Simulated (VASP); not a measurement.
Input of a VASP 6.6.1 run:

Contents of POSCAR:

```
AgBr
1.0
    0.0000000000      2.8927622811      2.8927622811
    2.8927622811      0.0000000000      2.8927622811
    2.8927622811      2.8927622811      0.0000000000
Ag Br
1 1
Direct
    0.0000000000      0.0000000000      0.0000000000
    0.5000000000      0.5000000000      0.5000000000
```

The input INCAR.step1:

```
PREC = Accurate
ENCUT = 400
EDIFF = 1E-5
ISMEAR = 0
SIGMA = 0.01
LREAL = False
LASPH = True
NELM = 120
ALGO = Normal
ISIF = 2
LWAVE = True
NBANDS = 16
GGA = PE
GGA_COMPAT = False
```

INCAR.step2

```
PREC = Accurate
ENCUT = 400
EDIFF = 1E-6
ISMEAR = 0
SIGMA = 0.01
LREAL = False
LASPH = True
NELM = 120
ALGO = Normal
ISIF = 2
LWAVE = False
LCHARG = True
GGA = PE
LHFCALC = True
HFSCREEN = 0.2079
PRECFOCK = Normal
LELF = True
LVHAR = True
NBANDS = 16
ISTART = 1
GGA_COMPAT = False
```

The input KPOINTS:

```
regular mesh
0
Gamma
  4 4 4
```

Potentials or basis: VASP PAW PBE potentials, release 64 (Ag, Br).

The run is started by

```sh
$ cat potpaw_PBE.64/Ag/POTCAR potpaw_PBE.64/Br/POTCAR > POTCAR
$ cp INCAR.step1 INCAR
$ mpirun -np 1 vasp_std > vasp.out
$ cp INCAR.step2 INCAR
$ mpirun -np 1 vasp_std > vasp.out
```

Task: Estimate the pressure.

Result: 0.8 GPa.

Task: What does it give for the band gap on the k mesh?

Result: 2.02 eV (least direct gap 3.77 eV).

Caveat: the k points lie up to 0.47 Å⁻¹ apart; the PAW data sets were made with another functional, which shifts forces and pressure a little. A k mesh can miss the band edges.
